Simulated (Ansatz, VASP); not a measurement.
**TiC: VASP beside Ansatz**

```
CELL_PARAMETERS angstrom
2.59816 0.00000 0.00000
0.00000 2.59816 0.00000
0.00000 0.00000 2.59816
ATOMIC_POSITIONS crystal
Ti 0.00000 0.00000 0.00000
C 0.50000 0.50000 0.50000
```

Change from the starting cell: volume scaled by 0.88, LAPW.

Alike in both runs: task single point; functional PBE; k mesh 14 × 14 × 14; occupations fermi-dirac, width 0.08 eV; no spin polarisation.

```csv
,VASP,Ansatz
version,VASP 6.6.1,Ansatz 0.2.0
potentials or method,"VASP PAW PBE potentials, release 64 (Ti_sv, C), cutoff 520 eV","all-electron LAPW, scalar-relativistic"
```

|  | VASP | Ansatz | Ansatz less VASP |
| --- | --- | --- | --- |
| pressure (GPa) | 36.4 | 36.1 | -0.29 |

Both programs put the cell under a high pressure, so it lies far from rest at this level. Ansatz ran all-electron here, and VASP with PAW potentials.
